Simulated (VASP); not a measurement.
# ZnSe (Stilleite) (F-43m) in VASP: further runs

ZnSe (Stilleite) is run at these levels: PBE; tasks: relaxation of cell and atoms.

Everything below comes from runs of VASP 6.6.1. Logs are shortened: lines on timing, memory, paths and dates and some standing lists are left out, and cuts for length are marked.

## Step 1: The cell of the first run

Symmetry: F-43m, No. 216, cubic system. The conventional cell has a = 5.668 Å, b = 5.668 Å, c = 5.668 Å, α = 90.00°, β = 90.00°, γ = 90.00°. Zn (site symmetry -43m) has 4 Se at 2.45 Å within 3.2 Å. Se (site symmetry -43m) has 4 Zn at 2.45 Å within 3.2 Å.

## Step 2: Relaxation of cell and atoms, PBE, target pressure 10 GPa, at which the enthalpy is minimised

The input, INCAR:

```
PREC     = Accurate       # precision mode
ENCUT    = 500            # plane-wave cutoff, eV
EDIFF    = 1E-7           # SCF threshold, eV
ISMEAR   = 0              # smearing method
SIGMA    = 0.01           # smearing width, eV
LREAL    = False          # projectors in reciprocal space
LASPH    = True           # aspherical terms in the spheres
NELM     = 120            # most SCF steps
ALGO     = Normal         # electronic algorithm
ISIF     = 3              # what is computed and relaxed
LWAVE    = False          # write WAVECAR
LCHARG   = False          # write CHGCAR
GGA      = PE             # functional
IBRION   = 2              # ionic algorithm
NSW      = 80             # ionic steps
EDIFFG   = -0.01          # ionic threshold
PSTRESS  = 100.0        
GGA_COMPAT= False        
NELMIN   = 4
```

The input, KPOINTS:

```
Automatic mesh
0
Gamma
  6 6 6
```

The input, POSCAR:

```
ZnSe
1.0
    0.0000000000      2.8338000000      2.8338000000
    2.8338000000      0.0000000000      2.8338000000
    2.8338000000      2.8338000000      0.0000000000
Zn Se
1 1
Direct
    0.0000000000      0.0000000000      0.0000000000
    0.2500000000      0.2500000000      0.2500000000
```

Potentials or basis: VASP PAW PBE potentials, release 64 (Zn, Se).

Launch:

```sh
> cat potpaw_PBE.64/Zn/POTCAR potpaw_PBE.64/Se/POTCAR > POTCAR
> mpirun -np 1 vasp_std > vasp.out
```

OUTCAR:

```text
PREC = Accurate
   ENCUT = 500
   EDIFF = 1E-7
   ISMEAR = 0
   LREAL = False
   LASPH = True
   NELM = 120
   ISIF = 3
   GGA = PE
   IBRION = 2
   NSW = 80
   EDIFFG = -0.01
   PSTRESS = 100.0
   NELMIN = 4

 ion  position               nearest neighbor table
   1  0.000  0.000  0.000-   2 2.45   2 2.45   2 2.45   2 2.45
   2  0.250  0.250  0.250-   1 2.45   1 2.45   1 2.45   1 2.45

  LATTYP: Found a face centered cubic cell.
 ALAT       =     5.6676000000

  Lattice vectors:

 A1 = (   0.0000000000,   2.8338000000,   2.8338000000)
 A2 = (   2.8338000000,   0.0000000000,   2.8338000000)
 A3 = (   2.8338000000,   2.8338000000,   0.0000000000)

Analysis of symmetry for initial positions (statically):
=====================================================================
 Subroutine PRICEL returns:
 Original cell was already a primitive cell.

 Routine SETGRP: Setting up the symmetry group for a
 face centered cubic supercell.

 Subroutine GETGRP returns: Found 24 space group operations
 (whereof 24 operations were pure point group operations)
 out of a pool of 48 trial point group operations.

The static configuration has the point symmetry T_d .

Analysis of symmetry for dynamics (positions and initial velocities):
=====================================================================
 Subroutine PRICEL returns:
 Original cell was already a primitive cell.

 Routine SETGRP: Setting up the symmetry group for a
 face centered cubic supercell.

 Subroutine GETGRP returns: Found 24 space group operations
 (whereof 24 operations were pure point group operations)
 out of a pool of 48 trial point group operations.

The dynamic configuration has the point symmetry T_d .

 Subroutine INISYM returns: Found 24 space group operations
 (whereof 24 operations are pure point group operations),
 and found     1 'primitive' translations

----------------------------------------------------------------------------------------

                                     Primitive cell

  volume of cell :      45.5132

  direct lattice vectors                    reciprocal lattice vectors
     0.000000000  2.833800000  2.833800000    -0.176441527  0.176441527  0.176441527
     2.833800000  0.000000000  2.833800000     0.176441527 -0.176441527  0.176441527
     2.833800000  2.833800000  0.000000000     0.176441527  0.176441527 -0.176441527

  length of vectors
     4.007598393  4.007598393  4.007598393     0.305605690  0.305605690  0.305605690

  position of ions in fractional coordinates (direct lattice)
     0.000000000  0.000000000  0.000000000
     0.250000000  0.250000000  0.250000000

  ion indices of the primitive-cell ions
   primitive index   ion index
                 1           1
                 2           2

----------------------------------------------------------------------------------------

 KPOINTS: Automatic mesh

Automatic generation of k-mesh.
 Grid dimensions read from file:
 generate k-points for:    6    6    6

 Generating k-lattice:

  Cartesian coordinates                     Fractional coordinates (reciprocal lattice)
    -0.029406921  0.029406921  0.029406921     0.166666667  0.000000000  0.000000000
     0.029406921 -0.029406921  0.029406921     0.000000000  0.166666667  0.000000000
     0.029406921  0.029406921 -0.029406921     0.000000000  0.000000000  0.166666667

  Length of vectors
     0.050934282  0.050934282  0.050934282

  Shift w.r.t. Gamma in fractional coordinates (k-lattice)
     0.000000000  0.000000000  0.000000000

 Subroutine IBZKPT returns following result:
 ===========================================

 Found     16 irreducible k-points:

 Following reciprocal coordinates:
            Coordinates               Weight
  0.000000  0.000000  0.000000      1.000000
  0.166667  0.000000  0.000000      8.000000
  0.333333  0.000000  0.000000      8.000000
  0.500000  0.000000  0.000000      4.000000
  0.166667  0.166667  0.000000      6.000000
  0.333333  0.166667  0.000000     24.000000
[... 8 lines left out ...]
[... 39 lines left out ...]
  volume/ion in A,a.u.               =      22.76       153.57
  Fermi-wavevector in a.u.,A,eV,Ry     =   1.201673  2.270834 19.647073  1.444019
  Thomas-Fermi vector in A             =   2.337476
   LORBIT       =      0    0 simple, 1 ext, 2 COOP (PROOUT), +10 PAW based schemes
   GGA     = PE    functional components
   LHFCALC =     F    Hartree Fock is set to
   AEXX    =    0.0000 exact exchange contribution
   IVDW    =     0    specifies the selected vdW correction
   LEPSILON=     F    determine dielectric tensor
   LRPA    =     F    only Hartree local field effects (RPA)
 conjugate gradient relaxation of ions
 non-spin polarized calculation
 Gauss-broadening in eV      SIGMA  =   0.01
  energy-cutoff  :      500.00
  volume of cell :       45.51
 maximum number of plane-waves:      1173
 NGX is ok and might be reduce to    30
   NGX = 15   NGY = 15   NGZ = 15

--------------------------------------- Ionic step        1  -------------------------------------------

 number of electron      18.0000012 magnetization

 Free energy of the ion-electron system (eV)
  ---------------------------------------------------
  ext. energy  EPLUGINS =         0.00000000
  ---------------------------------------------------
  free energy    TOTEN  =        -6.01480113 eV

  energy without entropy =       -6.01480113  energy(sigma->0) =       -6.01480113

------------------------ aborting loop because EDIFF is reached ----------------------------------------

  FORCE on cell =-STRESS in cart. coord.  units (eV):
  Direction    XX          YY          ZZ          XY          YZ          ZX
  --------------------------------------------------------------------------------------
  -------------------------------------------------------------------------------------
  Total        0.6741950      0.6741950      0.6741950     -0.0000000      0.0000000      0.0000000
  in kB       23.7333210     23.7333210     23.7333210     -0.0000000      0.0000000      0.0000000
  external PRESSURE =     -76.2666790 kB  Pullay stress =     100.0000000 kB
[... 23 lines left out ...]
  enthalpy is  TOTEN    =        -3.1740904730 eV   P V=        2.8407106610

--------------------------------------- Ionic step        2  -------------------------------------------

 number of electron      18.0000013 magnetization

 E-fermi :   3.2249     XC(G=0): -10.0763

 val. band max:        3.1440612258   @ k =   0.0000   0.0000   0.0000
 cond. band min:       5.1244842724   @ k =   0.0000   0.0000   0.0000
 fundamental gap:      1.9804230466
 Fermi energy:         3.2248821226

 k-point     1 :       0.0000    0.0000    0.0000
  band No.  band energies     occupation
      1     -11.2948      2.00000
      2      -4.1358      2.00000
      3      -4.1358      2.00000
      4      -4.1358      2.00000
      5      -3.6031      2.00000
      6      -3.6031      2.00000
      7       3.1441      2.00000
      8       3.1441      2.00000
      9       3.1441      2.00000
     10       5.1245      0.00000
     11       8.8392      0.00000
     12       8.8392      0.00000
     13       8.8392      0.00000
[... 273 lines left out ...]
  enthalpy is  TOTEN    =        -3.2159814358 eV   P V=        2.4182193234

--------------------------------------- Ionic step        3  -------------------------------------------

 number of electron      17.9999997 magnetization

 Free energy of the ion-electron system (eV)
  ---------------------------------------------------
  ext. energy  EPLUGINS =         0.00000000
  ---------------------------------------------------
  free energy    TOTEN  =        -5.86839790 eV

  energy without entropy =       -5.86839790  energy(sigma->0) =       -5.86839790

 E-fermi :   2.5158     XC(G=0):  -9.7483

 val. band max:        2.4551561162   @ k =   0.0000   0.0000   0.0000
 cond. band min:       4.1308510370   @ k =   0.0000   0.0000   0.0000
 fundamental gap:      1.6756949209
 Fermi energy:         2.5157894879

 k-point     1 :       0.0000    0.0000    0.0000
  band No.  band energies     occupation
      1     -11.4434      2.00000
      2      -4.4764      2.00000
      3      -4.4764      2.00000
      4      -4.4764      2.00000
      5      -4.0173      2.00000
      6      -4.0173      2.00000
      7       2.4552      2.00000
      8       2.4552      2.00000
      9       2.4552      2.00000
     10       4.1309      0.00000
     11       8.2068      0.00000
     12       8.2068      0.00000
     13       8.2068      0.00000
[... 267 lines left out ...]
  FREE ENERGIE OF THE ION-ELECTRON SYSTEM (eV)
  ---------------------------------------------------
  free  energy   TOTEN  =        -5.8683979030 eV

  energy  without entropy=       -5.8683979030  energy(sigma->0) =       -5.86839790

  enthalpy is  TOTEN    =        -3.2780619440 eV   P V=        2.5903359591

 reached required accuracy - stopping structural energy minimisation
```

Run time: 19 s. Hardware: 1 thread of AMD EPYC 9R45 (Zen 5), shared host; peak memory 0.14 GiB.

What came out:

| Property | Result |
| --- | --- |
| Free energy | -5.8684 eV |
| Relaxed volume | 20.75 Å³/atom |
| Relaxed cell | a = 3.886 Å, b = 3.886 Å, c = 3.886 Å, α = 60.00°, β = 60.00°, γ = 60.00° |
| Space group after relaxing (to 0.05 Å) | F-43m (No. 216) |
| Energy change on relaxing (the enthalpy is what falls) | +73.2 meV/atom |
| Ionic steps | 3 |
| Pressure after relaxing | 9.9 GPa |
| Band gap on the k mesh | 1.68 eV, direct |

Step by step:
```tsv
step	energy change (eV)	largest force (eV/Å)	pressure (GPa)	volume (Å³)
1	0.0000	0.0000	2.37	45.51
2	0.3806	0.0000	17.71	38.74
3	0.1464	0.0000	9.94	41.50
```

Final structure:
```
Zn Se
1.0
     0.00000    2.74797    2.74797
     2.74797    0.00000    2.74797
     2.74797    2.74797    0.00000
Zn Se
1 1
Direct
  0.00000 0.00000 0.00000
  0.25000 0.25000 0.25000
```

Caveat: the cell is relaxed towards a set pressure, so the enthalpy falls and the energy may rise. As with any semilocal functional, this PBE gap is likely too small.

## Step 3: Relaxation of cell and atoms, PBE, target pressure 20 GPa, at which the enthalpy is minimised

The input, INCAR:

```
SYSTEM = ZnSe
PREC     = Accurate       ! precision mode
ENCUT    = 500            ! plane-wave cutoff, eV
EDIFF    = 1E-7           ! SCF threshold, eV
ISMEAR   = 0              ! smearing method
SIGMA    = 0.01           ! smearing width, eV
LREAL    = .FALSE.        ! projectors in reciprocal space
LASPH    = .TRUE.         ! aspherical terms in the spheres
NELM     = 120            ! most SCF steps
ALGO     = Normal         ! electronic algorithm
ISIF     = 3              ! what is computed and relaxed
LWAVE    = .FALSE.        ! write WAVECAR
LCHARG   = .FALSE.        ! write CHGCAR
GGA      = PE             ! functional
IBRION   = 2              ! ionic algorithm
NSW      = 80             ! ionic steps
EDIFFG   = -0.01          ! ionic threshold
PSTRESS  = 200.0        
GGA_COMPAT= .FALSE.      
NELMIN   = 4
```

The input, KPOINTS:

```
regular mesh
0
G
  6 6 6
  0 0 0
```

POSCAR is that of step 2.

Potentials or basis: VASP PAW PBE potentials, release 64 (Zn, Se).

Launch:

```sh
> cat potpaw_PBE.64/Zn/POTCAR potpaw_PBE.64/Se/POTCAR > POTCAR
> mpirun -np 1 vasp_std > vasp.out
```

It took 40 s on 1 thread of AMD EPYC 9R45 (Zen 5), shared host; peak memory 0.15 GiB.

The run converged. Its results:

- Free energy: -5.5568 eV
- Relaxed volume: 19.04 Å³/atom
- Relaxed cell: a = 3.777 Å, b = 3.777 Å, c = 3.777 Å, α = 60.00°, β = 60.00°, γ = 60.00°
- Space group after relaxing (to 0.05 Å): F-43m (No. 216)
- Energy change on relaxing (the enthalpy is what falls): +229.0 meV/atom
- Ionic steps: 7
- Pressure after relaxing: 20.0 GPa
- Band gap on the k mesh: 2.06 eV, direct

The path:
```tsv
step	energy change (eV)	largest force (eV/Å)	pressure (GPa)	volume (Å³)
1	0.0000	0.0000	2.37	45.51
2	2.1567	0.0000	62.86	30.93
3	0.4198	0.0000	18.89	38.40
4	0.4498	0.0000	19.77	38.15
5	0.4671	0.0000	20.27	38.01
6	0.4473	0.0000	19.70	38.17
7	0.4580	0.0000	20.01	38.09
```

Final structure:
```
CELL_PARAMETERS angstrom
0.00000 2.67042 2.67042
2.67042 0.00000 2.67042
2.67042 2.67042 0.00000
ATOMIC_POSITIONS crystal
Zn 0.00000 0.00000 0.00000
Se 0.25000 0.25000 0.25000
```

Levels at points of the mesh, in eV from the valence-band top:
```csv
k point,band 6,band 7,band 8,band 9,band 10,band 11,band 12,band 13
"(0.00, 0.00, 0.00)",-6.82,0.00,0.00,0.00,2.06,5.68,5.68,5.68
"(0.50, 0.00, 0.00)",-6.63,-6.48,-1.16,-1.16,2.84,6.28,6.28,8.91
"(0.50, 0.50, 0.00)",-6.58,-5.58,-2.91,-2.91,2.51,3.33,12.20,12.51
```

Caveat: the cell is relaxed towards a set pressure, so the enthalpy falls and the energy may rise; the volume moved by over 15 % at a fixed basis, so the end points are rough. PBE gaps usually lie below the measured ones, often by a third to a half.

## Step 4: Relaxation of cell and atoms, PBE, target pressure 30 GPa, at which the enthalpy is minimised

The input, INCAR:

```
SYSTEM = ZnSe
PREC = Accurate
ENCUT = 500
EDIFF = 1E-7
ISMEAR = 0
SIGMA = 0.01
LREAL = .False.
LASPH = .True.
NELM = 120
ALGO = Normal
ISIF = 3
LWAVE = .False.
LCHARG = .False.
GGA = PE
IBRION = 2
NSW = 80
EDIFFG = -0.01
PSTRESS = 300.0
GGA_COMPAT = .False.
NELMIN = 4
```

The input, KPOINTS:

```
Automatic mesh
0
Gamma
  6 6 6
  0 0 0
```

POSCAR is that of step 3.

Launch:

```sh
> cat potpaw_PBE.64/Zn/POTCAR potpaw_PBE.64/Se/POTCAR > POTCAR
> mpirun -np 1 vasp_std > vasp.out
```

It took 30 s on 1 thread of AMD EPYC 9R45 (Zen 5), shared host; peak memory 0.15 GiB.

The run converged. Its results:

* Free energy: -5.1903 eV
* Relaxed volume: 17.86 Å³/atom
* Relaxed cell: a = 3.696 Å, b = 3.696 Å, c = 3.696 Å, α = 60.00°, β = 60.00°, γ = 60.00°
* Space group after relaxing (to 0.05 Å): F-43m (No. 216)
* Energy change on relaxing (the enthalpy is what falls): +412.3 meV/atom
* Ionic steps: 5
* Pressure after relaxing: 30.0 GPa
* Band gap on the k mesh: 2.31 eV, indirect (least direct gap 2.36 eV)

Step by step:
```tsv
step	energy change (eV)	largest force (eV/Å)	pressure (GPa)	volume (Å³)
1	0.0000	0.0000	2.37	45.51
2	6.6574	0.0000	171.53	24.25
3	0.6584	0.0000	25.60	36.67
4	0.7649	0.0000	28.45	36.04
5	0.8246	0.0000	30.02	35.71
```

Final structure:
```cif
data_structure
_symmetry_space_group_name_H-M 'P 1'
_symmetry_Int_Tables_number 1
_cell_length_a 3.6964
_cell_length_b 3.6964
_cell_length_c 3.6964
_cell_angle_alpha 60.000
_cell_angle_beta 60.000
_cell_angle_gamma 60.000
_cell_volume 35.71
loop_
_atom_site_label
_atom_site_type_symbol
_atom_site_fract_x
_atom_site_fract_y
_atom_site_fract_z
_atom_site_occupancy
Zn1 Zn 0.00000 0.00000 0.00000 1
Se1 Se 0.25000 0.25000 0.25000 1
```

Levels at points of the mesh, in eV from the valence-band top:
| k point | band 5 | band 6 | band 7 | band 8 | band 9 | band 10 | band 11 | band 12 | band 13 |
| --- | --- | --- | --- | --- | --- | --- | --- | --- | --- |
| (0.00, 0.00, 0.00) | -7.14 | -7.14 | 0.00 | 0.00 | 0.00 | 2.36 | 5.60 | 5.60 | 5.60 |
| (0.50, 0.00, 0.00) | -7.11 | -7.09 | -6.84 | -1.29 | -1.29 | 2.94 | 6.21 | 6.21 | 8.95 |
| (0.50, 0.50, 0.00) | -7.05 | -6.87 | -5.90 | -3.21 | -3.21 | 2.31 | 3.23 | 12.80 | 12.99 |

Caveat: the cell is relaxed towards a set pressure, so the enthalpy falls and the energy may rise; the volume moved by over 15 % at a fixed basis, so the end points are rough. PBE gaps usually lie below the measured ones, often by a third to a half.

## Step 5: Relaxation of cell and atoms, PBE, target pressure 40 GPa, at which the enthalpy is minimised

The input, INCAR:

```
SYSTEM = ZnSe
PREC     = Accurate       ! precision mode
ENCUT    = 500            ! plane-wave cutoff, eV
EDIFF    = 1E-7           ! SCF threshold, eV
ISMEAR   = 0              ! smearing method
SIGMA    = 0.01           ! smearing width, eV
LREAL    = .FALSE.        ! projectors in reciprocal space
LASPH    = .TRUE.         ! aspherical terms in the spheres
NELM     = 120            ! most SCF steps
ALGO     = Normal         ! electronic algorithm
ISIF     = 3              ! what is computed and relaxed
LWAVE    = .FALSE.        ! write WAVECAR
LCHARG   = .FALSE.        ! write CHGCAR
GGA      = PE             ! functional
IBRION   = 2              ! ionic algorithm
NSW      = 80             ! ionic steps
EDIFFG   = -0.01          ! ionic threshold
PSTRESS  = 400.0        
GGA_COMPAT= .FALSE.      
NELMIN   = 4
```

The input, KPOINTS:

```
regular mesh
0
G
  6 6 6
  0 0 0
```

POSCAR is that of step 4.

Launch:

```sh
> cat potpaw_PBE.64/Zn/POTCAR potpaw_PBE.64/Se/POTCAR > POTCAR
> mpirun -np 1 vasp_std > vasp.out
```

Wall time 69 s (1 thread of AMD EPYC 9R45 (Zen 5), shared host); peak memory 0.15 GiB.

The run converged. Its results:

```yaml
Free_energy: -4.7978 eV
Relaxed_volume: 16.95 Å³/atom
Relaxed_cell: a = 3.633 Å, b = 3.633 Å, c = 3.633 Å, α = 60.00°, β = 60.00°, γ = 60.00°
Space_group_after_relaxing_to_0.05_Å: F-43m (No. 216)
Energy_change_on_relaxing_the_enthalpy_is_what_falls: +608.5 meV/atom
Ionic_steps: 17
Pressure_after_relaxing: 40.0 GPa
Band_gap_on_the_k_mesh: 2.14 eV, indirect (least direct gap 2.60 eV)
```

The path:
| step | energy change (eV) | largest force (eV/Å) | pressure (GPa) | volume (Å³) |
| --- | --- | --- | --- | --- |
| 1 | 0.0000 | 0.0000 | 2.37 | 45.51 |
| 2 | 16.5214 | 0.0000 | 435.40 | 18.61 |
| 3 | 0.8095 | 0.0000 | 29.63 | 35.79 |
| 4 | 1.0103 | 0.0000 | 34.79 | 34.79 |
| 5 | 1.2245 | 0.0000 | 40.17 | 33.88 |
| 6 | 1.1725 | 0.0000 | 38.90 | 34.09 |
| 7 | 1.1752 | 0.0000 | 38.98 | 34.08 |
| 8 | 1.1833 | 0.0000 | 39.16 | 34.04 |
| 9 | 1.1834 | 0.0000 | 39.17 | 34.04 |
| 10 | 1.1838 | 0.0000 | 39.18 | 34.04 |
| 11 | 1.1845 | 0.0000 | 39.21 | 34.04 |
| 12 | 1.1860 | 0.0000 | 39.24 | 34.03 |
| 13 | 1.1890 | 0.0000 | 39.32 | 34.02 |
| 14 | 1.1950 | 0.0000 | 39.45 | 34.00 |
| 15 | 1.2071 | 0.0000 | 39.75 | 33.95 |
| 16 | 1.2314 | 0.0000 | 40.36 | 33.85 |
| 17 | 1.2170 | 0.0000 | 40.00 | 33.91 |

Final structure:
```
CELL_PARAMETERS angstrom
0.00000 2.56893 2.56893
2.56893 0.00000 2.56893
2.56893 2.56893 0.00000
ATOMIC_POSITIONS crystal
Zn 0.00000 0.00000 0.00000
Se 0.25000 0.25000 0.25000
```

Levels at points of the mesh, in eV from the valence-band top:
```tsv
k point	band 5	band 6	band 7	band 8	band 9	band 10	band 11	band 12	band 13
(0.00, 0.00, 0.00)	-7.43	-7.43	0.00	0.00	0.00	2.60	5.53	5.53	5.53
(0.50, 0.00, 0.00)	-7.39	-7.39	-7.11	-1.40	-1.40	3.02	6.14	6.14	8.96
(0.50, 0.50, 0.00)	-7.33	-7.14	-6.18	-3.48	-3.48	2.14	3.12	13.31	13.38
```

Caveat: the cell is relaxed towards a set pressure, so the enthalpy falls and the energy may rise; the volume moved by over 15 % at a fixed basis, so the end points are rough. A k mesh can miss the band edges.

## Step 6: Summary

```tsv
cell	gap on the mesh (eV)	pressure (GPa)
relaxed to 10 GPa	1.68	9.9
relaxed to 20 GPa	2.06	20.0
relaxed to 30 GPa	2.31	30.0
relaxed to 40 GPa	2.14	40.0
```

Alike in all rows: task relaxation of cell and atoms; level PBE; potentials or basis VASP PAW PBE potentials, release 64 (Zn, Se); no spin polarisation; k mesh 6 × 6 × 6; cutoff (eV) 500; smearing gaussian 0.01 eV.

Caveats: the cell is relaxed towards a set pressure, so the enthalpy falls and the energy may rise; the volume moved by over 15 % at a fixed basis, so the end points are rough (some runs).

Total energies depend on the potentials used, so only differences within one code and one set of settings carry meaning.
